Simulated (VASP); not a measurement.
# C (C2/m) in VASP: further runs

Runs on C. Level: PBEsol+D3(BJ). Tasks: single point.

Everything below comes from runs of VASP 6.6.1. Logs are shortened: lines on timing, memory, paths and dates and some standing lists are left out, and cuts for length are marked.

## Step 1: The cell of the first run

Symmetry: C2/m, No. 12, monoclinic system. The conventional cell has a = 4.258 Å, b = 2.458 Å, c = 3.577 Å, α = 90.00°, β = 113.38°, γ = 90.00°. C (site symmetry m) has 3 C at 1.38 to 1.55 Å within 1.8 Å.

## Step 2: Single point, PBEsol+D3(BJ) (mode 4 frozen in at -0.095 Å and mode 6 at +0.060 Å (largest displacements))

INCAR reads:

```
SYSTEM = C
ALGO = Normal ; EDIFF = 1E-7
ENCUT = 520 ; GGA = PS
ISIF = 2 ; ISMEAR = 0
IVDW = 12 ; LASPH = .True.
LCHARG = .False. ; LREAL = .False.
LWAVE = .False. ; NBANDS = 11
NELM = 60 ; PREC = Accurate
SIGMA = 0.05
```

KPOINTS reads:

```
k-points
0
Gamma
  15 15 15
  0 0 0
```

POSCAR reads:

```
C
1.0
    1.2290461105      0.7095901028      3.2829684898
   -1.2290461105      0.7095901028      3.2829684898
    0.0000000000     -1.4191802055      3.2829684898
C
2
Direct
    0.1710305173      0.1710305173      0.1287525883
    0.8289694827      0.8289694827      0.8712474117
```

Potentials or basis: VASP PAW PBE potentials, release 64 (C).

Command:

```bash
$ cat potpaw_PBE.64/C/POTCAR > POTCAR
$ mpirun -np 1 vasp_std > vasp.out
```

OUTCAR:

```text
SYSTEM = C
   EDIFF = 1E-7
   ENCUT = 520
   GGA = PS
   ISIF = 2
   ISMEAR = 0
   IVDW = 12
   LASPH = .True.
   LREAL = .False.
   NELM = 60
   PREC = Accurate
 IVDW          = 12

 ion  position               nearest neighbor table
   1  0.171  0.171  0.129-   2 1.38   2 1.38   2 1.55
   2  0.829  0.829  0.871-   1 1.38   1 1.38   1 1.55

  LATTYP: Found a trigonal (rhomboedric) cell.
 ALAT       =     3.5765842029
 COS(alpha) =     0.7638274378

  Lattice vectors:

 A1 = (   1.2290461105,   0.7095901028,   3.2829684898)
 A2 = (  -1.2290461105,   0.7095901028,   3.2829684898)
 A3 = (   0.0000000000,  -1.4191802055,   3.2829684898)

Analysis of symmetry for initial positions (statically):
=====================================================================
 Subroutine PRICEL returns:
 Original cell was already a primitive cell.

 Routine SETGRP: Setting up the symmetry group for a
 trigonal (rhombohedral) supercell.

 Subroutine GETGRP returns: Found  4 space group operations
 (whereof  4 operations were pure point group operations)
 out of a pool of 12 trial point group operations.

The static configuration has the point symmetry C_2h.

Analysis of symmetry for dynamics (positions and initial velocities):
=====================================================================
 Subroutine PRICEL returns:
 Original cell was already a primitive cell.

 Routine SETGRP: Setting up the symmetry group for a
 trigonal (rhombohedral) supercell.

 Subroutine GETGRP returns: Found  4 space group operations
 (whereof  4 operations were pure point group operations)
 out of a pool of 12 trial point group operations.

The dynamic configuration has the point symmetry C_2h.

 Subroutine INISYM returns: Found  4 space group operations
 (whereof  4 operations are pure point group operations),
 and found     1 'primitive' translations

----------------------------------------------------------------------------------------

                                     Primitive cell

  volume of cell :      17.1788

  direct lattice vectors                    reciprocal lattice vectors
     1.229046110  0.709590103  3.282968490     0.406819562  0.234877383  0.101534125
    -1.229046110  0.709590103  3.282968490    -0.406819562  0.234877383  0.101534125
     0.000000000 -1.419180206  3.282968490     0.000000000 -0.469754767  0.101534125

  length of vectors
     3.576584203  3.576584203  3.576584203     0.480602455  0.480602455  0.480602455

  position of ions in fractional coordinates (direct lattice)
     0.171030517  0.171030517  0.128752588
     0.828969483  0.828969483  0.871247412

  ion indices of the primitive-cell ions
   primitive index   ion index
                 1           1
                 2           2

----------------------------------------------------------------------------------------

 KPOINTS: k-points

Automatic generation of k-mesh.
 Grid dimensions read from file:
 generate k-points for:   15   15   15

 Generating k-lattice:

  Cartesian coordinates                     Fractional coordinates (reciprocal lattice)
     0.027121304  0.015658492  0.006768942     0.066666667  0.000000000  0.000000000
    -0.027121304  0.015658492  0.006768942     0.000000000  0.066666667  0.000000000
     0.000000000 -0.031316984  0.006768942     0.000000000  0.000000000  0.066666667

  Length of vectors
     0.032040164  0.032040164  0.032040164

  Shift w.r.t. Gamma in fractional coordinates (k-lattice)
     0.000000000  0.000000000  0.000000000

 Subroutine IBZKPT returns following result:
 ===========================================

 Found    904 irreducible k-points:

 Following reciprocal coordinates:
            Coordinates               Weight
  0.000000  0.000000  0.000000      1.000000
  0.066667  0.000000  0.000000      4.000000
  0.000000  0.000000  0.066667      2.000000
  0.133333 -0.000000  0.000000      4.000000
  0.000000  0.000000  0.133333      2.000000
  0.200000  0.000000 -0.000000      4.000000
[... 16 lines left out ...]
  0.066667 -0.000000  0.200000      4.000000
  0.266667  0.066667 -0.000000      4.000000
 [... further k-points ...]
   k-points           NKPTS =    904   k-points in BZ     NKDIM =    904   number of bands    NBANDS=     11
   number of dos      NEDOS =    301   number of ions     NIONS =      2
   total plane-waves  NPLWV =  21952
   dimension x,y,z NGX =    28 NGY =   28 NGZ =   28
   dimension x,y,z NGXF=    56 NGYF=   56 NGZF=   56
   ions per type =               2
   NGX,Y,Z   is equivalent  to a cutoff of  13.01, 13.01, 13.01 a.u.
   NGXF,Y,Z  is equivalent  to a cutoff of  26.03, 26.03, 26.03 a.u.
 SYSTEM =  C
   PREC   = accura    normal or accurate (medium, high low for compatibility)
   ISTART =      0    job   : 0-new  1-cont  2-samecut
   ICHARG =      2    charge: 1-file 2-atom 10-const
   ISPIN  =      1    spin polarized calculation?
   LNONCOLLINEAR =      F non collinear calculations
   LSORBIT =      F    spin-orbit coupling
   LASPH  =      T    aspherical Exc in radial PAW
   ENCUT  =  520.0 eV  38.22 Ry    6.18 a.u.   6.65  6.65  6.65*2*pi/ulx,y,z
   NELM   =     60;   NELMIN=  2; NELMDL= -5     # of ELM steps
   EDIFF  = 0.1E-06   stopping-criterion for ELM
   LREAL  =      F    real-space projection
   EDIFFG = 0.1E-05   stopping-criterion for IOM
   NSW    =      0    number of steps for IOM
   IBRION =     -1    ionic relax: 0-MD 1-quasi-New 2-CG
   NFREE  =      0    steps in history (QN), initial steepest desc. (CG)
   ISIF   =      2    stress and relaxation
   ISYM   =      2    0-nonsym 1-usesym 2-fastsym
   POTIM  = 0.5000    time-step for ionic-motion
   TEBEG  =    0.0;   TEEND  =   0.0 temperature during run
   PSTRESS=    0.0 pullay stress
   NELECT =       8.0000    total number of electrons
   NUPDOWN=      -1.0000    fix difference up-down
   EMIN   =  10.00;   EMAX   =-10.00  energy-range for DOS
   EFERMI =   0.00;   METHOD = LEGACY
   ISMEAR =     0;   SIGMA  =   0.05  broadening in eV -4-tet -1-fermi 0-gaus
   EFERMI_NEDOS =   21; number of points for ismear=-14 and -15
   IALGO  =     38    algorithm
   IMIX   =      4    mixing-type and parameters
     AMIX     =   0.40;   BMIX     =  1.00
     AMIX_MAG =   1.60;   BMIX_MAG =  1.00
  volume/ion in A,a.u.               =       8.59        57.96
  Fermi-wavevector in a.u.,A,eV,Ry     =   1.268938  2.397944 21.908137  1.610203
  Thomas-Fermi vector in A             =   2.402006
   LORBIT       =      0    0 simple, 1 ext, 2 COOP (PROOUT), +10 PAW based schemes
   GGA     = PS    functional components
   LHFCALC =     F    Hartree Fock is set to
   AEXX    =    0.0000 exact exchange contribution
   IVDW    =    12    specifies the selected vdW correction
   LEPSILON=     F    determine dielectric tensor
   LRPA    =     F    only Hartree local field effects (RPA)
 non-spin polarized calculation
 Gauss-broadening in eV      SIGMA  =   0.05
  energy-cutoff  :      520.00
  volume of cell :       17.18
 maximum number of plane-waves:       476
   NGX = 13   NGY = 13   NGZ = 13

 number of electron       8.0000000 magnetization

 Free energy of the ion-electron system (eV)
  ---------------------------------------------------
  ext. energy  EPLUGINS =         0.00000000
  ---------------------------------------------------
  free energy    TOTEN  =       -18.65114063 eV

  energy without entropy =      -18.65112456  energy(sigma->0) =      -18.65113260

 E-fermi :   4.7375     XC(G=0): -10.7565

 val. band max:        4.6776019449   @ k =  -0.1333   0.4667   0.1333
 cond. band min:       4.7974637283   @ k =   0.2000  -0.1333  -0.4667
 fundamental gap:      0.1198617834
 Fermi energy:         4.7375193955

 k-point     1 :       0.0000    0.0000    0.0000
  band No.  band energies     occupation
      1     -14.8102      2.00000
      2      -1.5388      2.00000
      3       0.4990      2.00000
      4       4.0623      2.00000
      5       8.2292      0.00000
      6      10.9307      0.00000
      7      15.5243      0.00000
      8      16.9687      0.00000
      9      17.7391      0.00000
     10      27.2363      0.00000
     11      30.9227      0.00000

 k-point     2 :       0.0667    0.0000    0.0000
  band No.  band energies     occupation
      1     -14.7026      2.00000
      2      -1.4394      2.00000
      3       0.2000      2.00000
      4       3.6923      2.00000
      5       8.3519      0.00000
      6      11.2402      0.00000
      7      15.6283      0.00000
      8      16.6534      0.00000
      9      17.9541      0.00000
     10      27.5326      0.00000
     11      30.0841      0.00000

 k-point     3 :       0.0000    0.0000    0.0667
  band No.  band energies     occupation
      1     -14.7002      2.00000
      2      -1.4423      2.00000
      3       0.3512      2.00000
      4       3.4335      2.00000
      5       8.3288      0.00000
      6      11.2804      0.00000
      7      15.8836      0.00000
      8      16.6888      0.00000
      9      17.8490      0.00000
     10      27.5743      0.00000
     11      29.4967      0.00000

 k-point     4 :       0.1333   -0.0000    0.0000
  band No.  band energies     occupation
      1     -14.3805      2.00000
      2      -1.1920      2.00000
      3      -0.5766      2.00000
      4       2.8027      2.00000
      5       8.7014      0.00000
      6      11.8570      0.00000
      7      15.3980      0.00000
      8      16.4345      0.00000
      9      18.6044      0.00000
     10      27.8144      0.00000
     11      28.7619      0.00000
[... 239 lines left out ...]
 k-point    22 :      -0.2000   -0.0000   -0.0667
  band No.  band energies     occupation
      1     -14.0503      2.00000
      2      -1.6189      2.00000
      3      -0.7909      2.00000
      4       2.2360      2.00000
      5       9.2165      0.00000
      6      12.4458      0.00000
      7      14.5178      0.00000
      8      16.5942      0.00000
      9      19.3676      0.00000
     10      26.6340      0.00000
     11      28.6075      0.00000

 k-point    23 :       0.0667   -0.0000    0.2000
  band No.  band energies     occupation
      1     -14.0317      2.00000
      2      -1.0241      2.00000
      3      -0.5531      2.00000
      4       0.9700      2.00000
      5       9.1437      0.00000
      6      12.3215      0.00000
      7      15.2531      0.00000
      8      17.2910      0.00000
      9      19.0301      0.00000
     10      25.6811      0.00000
     11      28.8016      0.00000

 k-point    24 :       0.2667    0.0667   -0.0000
  band No.  band energies     occupation
      1     -13.3960      2.00000
      2      -2.5688      2.00000
      3      -0.3185      2.00000
      4       0.7380      2.00000
      5       9.6302      0.00000
      6      12.5932      0.00000
      7      13.9950      0.00000
      8      17.8716      0.00000
      9      20.0530      0.00000
     10      24.6580      0.00000
     11      28.4113      0.00000

 [... further k-points ...]

------------------------ aborting loop because EDIFF is reached ----------------------------------------

 Edisp (eV)   -0.22564

 E8    (eV) :    -0.1097

  FORCE on cell =-STRESS in cart. coord.  units (eV):
  Direction    XX          YY          ZZ          XY          YZ          ZX
  --------------------------------------------------------------------------------------
  -------------------------------------------------------------------------------------
  Total       2.08627    -0.18790    -0.69760     0.00000     0.98260     0.00000
  in kB     194.57539   -17.52446   -65.06167     0.00000    91.64158     0.00000
  external pressure =       37.33 kB  Pullay stress =        0.00 kB

 VOLUME and BASIS-vectors are now :
 -----------------------------------------------------------------------------
  energy-cutoff  :      520.00
  volume of cell :       17.18
      direct lattice vectors                 reciprocal lattice vectors
     1.229046110  0.709590103  3.282968490     0.406819562  0.234877383  0.101534125
    -1.229046110  0.709590103  3.282968490    -0.406819562  0.234877383  0.101534125
     0.000000000 -1.419180206  3.282968490     0.000000000 -0.469754767  0.101534125

 POSITION                                       TOTAL-FORCE (eV/Angst)
 -----------------------------------------------------------------------------------
      0.00000      0.06000      1.54567         0.000000     -5.207310      2.854094
      0.00000     -0.06000      8.30324         0.000000      5.207310     -2.854094
 -----------------------------------------------------------------------------------
    total drift:                               -0.000000      0.000000     -0.000000

  FREE ENERGIE OF THE ION-ELECTRON SYSTEM (eV)
  ---------------------------------------------------
  free  energy   TOTEN  =       -18.8767855534 eV

  energy  without entropy=      -18.8767694869  energy(sigma->0) =      -18.87677752
```

Wall time 2.5 min (1 thread of Intel Xeon 6975P-C (Granite Rapids), shared host); peak memory 0.27 GiB.

What came out:

* Free energy: -18.8768 eV
* Pressure: 3.7 GPa
* Largest force: 5.938 eV/Å
* Band gap on the k mesh: 0.12 eV, indirect (least direct gap 0.18 eV)
* Dispersion energy per atom: -0.113 eV

Forces in eV/Å, atoms in the order of the input:
```
C    0.000 -5.207  2.854
C    0.000  5.207 -2.854
```

Caveat: the cell differs from its parent crystal (mode 4 frozen in at -0.095 Å and mode 6 at +0.060 Å (largest displacements)); the PAW data sets were made with another functional, which shifts forces and pressure a little. A k mesh can miss the band edges.

## Step 3: Single point, PBEsol+D3(BJ) (mode 4 frozen in at +0.032 Å and mode 6 at +0.060 Å (largest displacements))

INCAR reads:

```
PREC = Accurate
ENCUT = 520
EDIFF = 1E-6
ISMEAR = 0
SIGMA = 0.05
LREAL = F
LASPH = T
NELM = 80
ALGO = Normal
ISIF = 2
LWAVE = F
LCHARG = F
GGA = PS
IVDW = 12
NBANDS = 11
```

KPOINTS reads:

```
Automatic mesh
0
Gamma
  15 15 15
```

POSCAR reads:

```
C
1.0
    1.2290461105      0.7095901028      3.2829684898
   -1.2290461105      0.7095901028      3.2829684898
    0.0000000000     -1.4191802055      3.2829684898
C
2
Direct
    0.1838948910      0.1838948910      0.1416169619
    0.8161051090      0.8161051090      0.8583830381
```

Potentials or basis: VASP PAW PBE potentials, release 64 (C).

Command:

```bash
$ cat potpaw_PBE.64/C/POTCAR > POTCAR
$ mpirun -np 1 vasp_std > vasp.out
```

Wall time 2.2 min (1 thread of Intel Xeon 6975P-C (Granite Rapids), shared host); peak memory 0.27 GiB.

The run converged. Its results:

| Item | Value |
| --- | --- |
| Free energy | -19.1187 eV |
| Pressure | 6.3 GPa |
| Largest force | 5.657 eV/Å |
| Band gap on the k mesh | 0.50 eV, indirect (least direct gap 0.57 eV) |
| Dispersion energy per atom | -0.113 eV |

Forces in eV/Å, atoms in the order of the input:
```
C    0.000 -5.577 -0.950
C    0.000  5.577  0.950
```

Stress tensor (GPa, compression positive):
```
22.75  0.00  0.00
 0.00 -3.37 -3.27
 0.00 -3.27 -0.46
```

Levels at points of the mesh, in eV from the valence-band top:
```tsv
k point	band 2	band 3	band 4	band 5	band 6	band 7
(0.00, 0.00, 0.00)	-6.28	-4.43	-0.75	4.37	6.33	11.07
```

Caveat: the cell differs from its parent crystal (mode 4 frozen in at +0.032 Å and mode 6 at +0.060 Å (largest displacements)); the PAW data sets were made with another functional, which shifts forces and pressure a little. A k mesh can miss the band edges.

## Step 4: Single point, PBEsol+D3(BJ) (mode 4 frozen in at +0.032 Å and mode 6 at +0.020 Å (largest displacements))

INCAR reads:

```
SYSTEM = C
PREC = Accurate
ENCUT = 520
EDIFF = 1E-7
ISMEAR = 0
SIGMA = 0.05
LREAL = .False.
LASPH = .True.
NELM = 100
ALGO = Normal
ISIF = 2
LWAVE = .False.
LCHARG = .False.
GGA = PS
IVDW = 12
NBANDS = 11
```

KPOINTS reads:

```
Automatic mesh
0
Gamma
  15 15 15
  0 0 0
```

POSCAR reads:

```
C
1.0
    1.2290461105      0.7095901028      3.2829684898
   -1.2290461105      0.7095901028      3.2829684898
    0.0000000000     -1.4191802055      3.2829684898
C
2
Direct
    0.1744997956      0.1744997956      0.1604071526
    0.8255002044      0.8255002044      0.8395928474
```

Command:

```bash
$ cat potpaw_PBE.64/C/POTCAR > POTCAR
$ mpirun -np 1 vasp_std > vasp.out
```

Run time: 2.2 min. Hardware: 1 thread of Intel Xeon 6975P-C (Granite Rapids), shared host; peak memory 0.27 GiB.

It converged, with:

* Free energy: -19.4308 eV
* Pressure: 1.2 GPa
* Largest force: 2.330 eV/Å
* Band gap on the k mesh: 0.23 eV, direct
* Dispersion energy per atom: -0.113 eV

Forces in eV/Å, atoms in the order of the input:
```
C    0.000 -2.087 -1.035
C    0.000  2.087  1.035
```

Stress tensor (GPa, compression positive):
```
 6.67  0.00  0.00
 0.00 -2.43 -1.21
 0.00 -1.21 -0.54
```

Levels at points of the mesh, in eV from the valence-band top:
```tsv
k point	band 1	band 2	band 3	band 4	band 5	band 6	band 7	band 8	band 9
(0.00, 0.00, 0.00)	-19.55	-6.33	-3.37	-2.15	4.26	7.78	9.37	11.71	13.12
```

Caveat: the cell differs from its parent crystal (mode 4 frozen in at +0.032 Å and mode 6 at +0.020 Å (largest displacements)); the PAW data sets were made with another functional, which shifts forces and pressure a little. A k mesh can miss the band edges.

[end of part 1 of 2]
